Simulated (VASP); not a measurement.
# Te (Fd-3m) in VASP: single point with PBEsol

Aim: the single point of Te with PBEsol.

Program: VASP 6.6.1. These are calculated values, not measurements. Logs are shortened: lines on timing, memory, paths and dates and some standing lists are left out, and cuts for length are marked.

### Step 1. The cell of the first run

Symmetry: Fd-3m, No. 227, cubic system. Conventional cell: a = 7.057 Å, b = 7.057 Å, c = 7.057 Å, α = 90.00°, β = 90.00°, γ = 90.00°. Within 4.0 Å of Te (site symmetry -43m) lie 4 Te at 3.06 Å.

### Step 2. Single point, PBEsol

The input, INCAR:

```
SYSTEM = Te
ALGO = Normal ; EDIFF = 1E-7
ENCUT = 520 ; GGA = PS
ISIF = 2 ; ISMEAR = -1
LASPH = .True. ; LCHARG = .False.
LREAL = .False. ; LWAVE = .False.
NBANDS = 13 ; NELM = 60
PREC = Accurate ; SIGMA = 0.13605693000000002
```

The input, KPOINTS:

```
k-points
0
Gamma
  8 8 8
  0 0 0
```

The input, POSCAR:

```
Te
1.0
    0.0000000000      3.5282609865      3.5282609865
    3.5282609865      0.0000000000      3.5282609865
    3.5282609865      3.5282609865      0.0000000000
Te
2
Direct
    0.0000000000      0.0000000000      0.0000000000
    0.2500000000      0.2500000000      0.2500000000
```

Potentials or basis: VASP PAW PBE potentials, release 64 (Te).

Launch:

```sh
> cat potpaw_PBE.64/Te/POTCAR > POTCAR
> mpirun -np 1 vasp_std > vasp.out
```

OUTCAR:

```text
SYSTEM = Te
   EDIFF = 1E-7
   ENCUT = 520
   GGA = PS
   ISIF = 2
   ISMEAR = -1
   LASPH = .True.
   LREAL = .False.
   NELM = 60
   PREC = Accurate

 ion  position               nearest neighbor table
   1  0.000  0.000  0.000-   2 3.06   2 3.06   2 3.06   2 3.06
   2  0.250  0.250  0.250-   1 3.06   1 3.06   1 3.06   1 3.06

  LATTYP: Found a face centered cubic cell.
 ALAT       =     7.0565219730

  Lattice vectors:

 A1 = (   0.0000000000,   3.5282609865,   3.5282609865)
 A2 = (   3.5282609865,   0.0000000000,   3.5282609865)
 A3 = (   3.5282609865,   3.5282609865,   0.0000000000)

Analysis of symmetry for initial positions (statically):
=====================================================================
 Subroutine PRICEL returns:
 Original cell was already a primitive cell.

 Routine SETGRP: Setting up the symmetry group for a
 face centered cubic supercell.

 Subroutine GETGRP returns: Found 48 space group operations
 (whereof 24 operations were pure point group operations)
 out of a pool of 48 trial point group operations.

The static configuration has the point symmetry T_d .
 The point group associated with its full space group is O_h .

Analysis of symmetry for dynamics (positions and initial velocities):
=====================================================================
 Subroutine PRICEL returns:
 Original cell was already a primitive cell.

 Routine SETGRP: Setting up the symmetry group for a
 face centered cubic supercell.

 Subroutine GETGRP returns: Found 48 space group operations
 (whereof 24 operations were pure point group operations)
 out of a pool of 48 trial point group operations.

The dynamic configuration has the point symmetry T_d .
 The point group associated with its full space group is O_h .

 Subroutine INISYM returns: Found 48 space group operations
 (whereof 24 operations are pure point group operations),
 and found     1 'primitive' translations

----------------------------------------------------------------------------------------

                                     Primitive cell

  volume of cell :      87.8440

  direct lattice vectors                    reciprocal lattice vectors
     0.000000000  3.528260986  3.528260986    -0.141712873  0.141712873  0.141712873
     3.528260986  0.000000000  3.528260986     0.141712873 -0.141712873  0.141712873
     3.528260986  3.528260986  0.000000000     0.141712873  0.141712873 -0.141712873

  length of vectors
     4.989714539  4.989714539  4.989714539     0.245453896  0.245453896  0.245453896

  position of ions in fractional coordinates (direct lattice)
     0.000000000  0.000000000  0.000000000
     0.250000000  0.250000000  0.250000000

  ion indices of the primitive-cell ions
   primitive index   ion index
                 1           1
                 2           2

----------------------------------------------------------------------------------------

 KPOINTS: k-points

Automatic generation of k-mesh.
 Grid dimensions read from file:
 generate k-points for:    8    8    8

 Generating k-lattice:

  Cartesian coordinates                     Fractional coordinates (reciprocal lattice)
    -0.017714109  0.017714109  0.017714109     0.125000000  0.000000000  0.000000000
     0.017714109 -0.017714109  0.017714109     0.000000000  0.125000000  0.000000000
     0.017714109  0.017714109 -0.017714109     0.000000000  0.000000000  0.125000000

  Length of vectors
     0.030681737  0.030681737  0.030681737

  Shift w.r.t. Gamma in fractional coordinates (k-lattice)
     0.000000000  0.000000000  0.000000000

 Subroutine IBZKPT returns following result:
 ===========================================

 Found     29 irreducible k-points:

 Following reciprocal coordinates:
            Coordinates               Weight
  0.000000  0.000000  0.000000      1.000000
  0.125000  0.000000  0.000000      8.000000
  0.250000  0.000000  0.000000      8.000000
  0.375000  0.000000  0.000000      8.000000
  0.500000  0.000000  0.000000      4.000000
  0.125000  0.125000  0.000000      6.000000
[... 16 lines left out ...]
  0.500000  0.250000  0.125000     48.000000
 -0.375000  0.250000  0.125000     24.000000
 [... further k-points ...]
   k-points           NKPTS =     29   k-points in BZ     NKDIM =     29   number of bands    NBANDS=     13
   number of dos      NEDOS =    301   number of ions     NIONS =      2
   total plane-waves  NPLWV =  64000
   dimension x,y,z NGX =    40 NGY =   40 NGZ =   40
   dimension x,y,z NGXF=    80 NGYF=   80 NGZF=   80
   ions per type =               2
   NGX,Y,Z   is equivalent  to a cutoff of  13.33, 13.33, 13.33 a.u.
   NGXF,Y,Z  is equivalent  to a cutoff of  26.65, 26.65, 26.65 a.u.
 SYSTEM =  Te
   PREC   = accura    normal or accurate (medium, high low for compatibility)
   ISTART =      0    job   : 0-new  1-cont  2-samecut
   ICHARG =      2    charge: 1-file 2-atom 10-const
   ISPIN  =      1    spin polarized calculation?
   LNONCOLLINEAR =      F non collinear calculations
   LSORBIT =      F    spin-orbit coupling
   LASPH  =      T    aspherical Exc in radial PAW
   ENCUT  =  520.0 eV  38.22 Ry    6.18 a.u.   9.28  9.28  9.28*2*pi/ulx,y,z
   NELM   =     60;   NELMIN=  2; NELMDL= -5     # of ELM steps
   EDIFF  = 0.1E-06   stopping-criterion for ELM
   LREAL  =      F    real-space projection
   EDIFFG = 0.1E-05   stopping-criterion for IOM
   NSW    =      0    number of steps for IOM
   IBRION =     -1    ionic relax: 0-MD 1-quasi-New 2-CG
   NFREE  =      0    steps in history (QN), initial steepest desc. (CG)
   ISIF   =      2    stress and relaxation
   ISYM   =      2    0-nonsym 1-usesym 2-fastsym
   POTIM  = 0.5000    time-step for ionic-motion
   TEBEG  =    0.0;   TEEND  =   0.0 temperature during run
   PSTRESS=    0.0 pullay stress
   NELECT =      12.0000    total number of electrons
   NUPDOWN=      -1.0000    fix difference up-down
   EMIN   =  10.00;   EMAX   =-10.00  energy-range for DOS
   EFERMI =   0.00;   METHOD = LEGACY
   ISMEAR =    -1;   SIGMA  =   0.14  broadening in eV -4-tet -1-fermi 0-gaus
   EFERMI_NEDOS =   21; number of points for ismear=-14 and -15
   IALGO  =     38    algorithm
   IMIX   =      4    mixing-type and parameters
     AMIX     =   0.40;   BMIX     =  1.00
     AMIX_MAG =   1.60;   BMIX_MAG =  1.00
  volume/ion in A,a.u.               =      43.92       296.40
  Fermi-wavevector in a.u.,A,eV,Ry     =   0.843136  1.593297  9.672098  0.710879
  Thomas-Fermi vector in A             =   1.957956
   LORBIT       =      0    0 simple, 1 ext, 2 COOP (PROOUT), +10 PAW based schemes
   GGA     = PS    functional components
   LHFCALC =     F    Hartree Fock is set to
   AEXX    =    0.0000 exact exchange contribution
   IVDW    =     0    specifies the selected vdW correction
   LEPSILON=     F    determine dielectric tensor
   LRPA    =     F    only Hartree local field effects (RPA)
 non-spin polarized calculation
  energy-cutoff  :      520.00
  volume of cell :       87.84
 maximum number of plane-waves:      2421
 NGX is ok and might be reduce to    40
   NGX = 19   NGY = 19   NGZ = 19

 number of electron      11.9999999 magnetization

 Free energy of the ion-electron system (eV)
  ---------------------------------------------------
  ext. energy  EPLUGINS =         0.00000000
  ---------------------------------------------------
  free energy    TOTEN  =        -6.10608389 eV

  energy without entropy =       -5.99057579  energy(sigma->0) =       -6.04832984

 E-fermi :   3.6219     XC(G=0):  -7.9380

 val. band max:        3.5594554270   @ k =  -0.2500   0.1250   0.0000
 cond. band min:       3.6286573278   @ k =  -0.3750   0.2500   0.0000
 fundamental gap:      0.0692019008
 Fermi energy:         3.6219273792

 k-point     1 :       0.0000    0.0000    0.0000
  band No.  band energies     occupation
      1      -9.6118      2.00000
      2      -4.9634      2.00000
      3       0.4978      2.00000
      4       0.4978      2.00000
      5       0.4978      2.00000
      6       2.8831      1.99128
      7       2.8831      1.99128
      8       2.8831      1.99128
      9       7.1080      0.00000
     10       9.5085      0.00000
     11       9.5085      0.00000
     12      10.9688      0.00000
     13      10.9688      0.00000

 k-point     2 :       0.1250    0.0000    0.0000
  band No.  band energies     occupation
      1      -9.5226      2.00000
      2      -5.2100      2.00000
      3       0.3763      2.00000
      4       0.3763      2.00000
      5       0.4625      2.00000
      6       3.0693      1.96615
      7       3.0693      1.96615
      8       3.0868      1.96158
      9       7.5276      0.00000
     10       9.1888      0.00000
     11       9.1888      0.00000
     12      10.6536      0.00000
     13      11.6973      0.00000

 k-point     3 :       0.2500    0.0000    0.0000
  band No.  band energies     occupation
      1      -9.2727      2.00000
      2      -5.7986      2.00000
      3       0.1372      2.00000
      4       0.1372      2.00000
      5       0.3026      2.00000
      6       3.4494      1.56081
      7       3.4494      1.56081
      8       3.7790      0.47926
      9       8.3151      0.00000
     10       9.0016      0.00000
     11       9.0016      0.00000
     12      10.4383      0.00000
     13      13.0284      0.00000
[... 305 lines left out ...]
 k-point    23 :       0.5000    0.2500    0.1250
  band No.  band energies     occupation
      1      -8.7027      2.00000
      2      -6.7743      2.00000
      3      -0.8965      2.00000
      4      -0.3484      2.00000
      5       1.3844      2.00000
      6       3.2192      1.90148
      7       4.4420      0.00481
      8       4.7836      0.00039
      9       8.4662      0.00000
     10       8.7382      0.00000
     11      10.0828      0.00000
     12      11.0486      0.00000
     13      12.2328      0.00000

 k-point    24 :      -0.3750    0.2500    0.1250
  band No.  band energies     occupation
      1      -8.4966      2.00000
      2      -7.0603      2.00000
      3      -1.0109      2.00000
      4      -0.4281      2.00000
      5       1.4025      2.00000
      6       3.5075      1.39740
      7       4.4750      0.00378
      8       5.0167      0.00007
      9       8.1737      0.00000
     10       9.1096      0.00000
     11       9.9854      0.00000
     12      10.7283      0.00000
     13      12.1774      0.00000

 [... further k-points ...]
[... 5 lines left out ...]
  --------------------------------------------------------------------------------------
  -------------------------------------------------------------------------------------
  Total        0.0472123      0.0472123      0.0472123      0.0000000      0.0000000      0.0000000
  in kB        0.8611007      0.8611007      0.8611007      0.0000000      0.0000000      0.0000000
  external PRESSURE =       0.8611007 kB  Pullay stress =       0.0000000 kB

 VOLUME and BASIS-vectors are now :
 -----------------------------------------------------------------------------
  energy-cutoff  :      520.00
  volume of cell :       87.84
      direct lattice vectors                 reciprocal lattice vectors
     0.000000000  3.528260986  3.528260986    -0.141712873  0.141712873  0.141712873
     3.528260986  0.000000000  3.528260986     0.141712873 -0.141712873  0.141712873
     3.528260986  3.528260986  0.000000000     0.141712873  0.141712873 -0.141712873

 POSITION                                       TOTAL-FORCE (eV/Angst)
 -----------------------------------------------------------------------------------
      0.00000      0.00000      0.00000        -0.000000     -0.000000     -0.000000
      1.76413      1.76413      1.76413         0.000000      0.000000      0.000000
 -----------------------------------------------------------------------------------
    total drift:                               -0.000000      0.000000      0.000000

  FREE ENERGIE OF THE ION-ELECTRON SYSTEM (eV)
  ---------------------------------------------------
  free  energy   TOTEN  =        -6.1060838925 eV

  energy  without entropy=       -5.9905757900  energy(sigma->0) =       -6.04832984
```

Wall time 15 s (1 thread of Intel Xeon 6975P-C (Granite Rapids), shared host); peak memory 0.23 GiB.

What came out:

| Item | Value |
| --- | --- |
| Free energy | -6.1061 eV |
| Pressure | 0.1 GPa |
| Band gap on the k mesh | zero (band 6 reaches 3.86 eV, above the bottom of band 7 at 2.88 eV) |

Caveat: the PAW data sets were made with another functional, which shifts forces and pressure a little; spin-orbit coupling is left out, which moves the levels of the heavy elements.
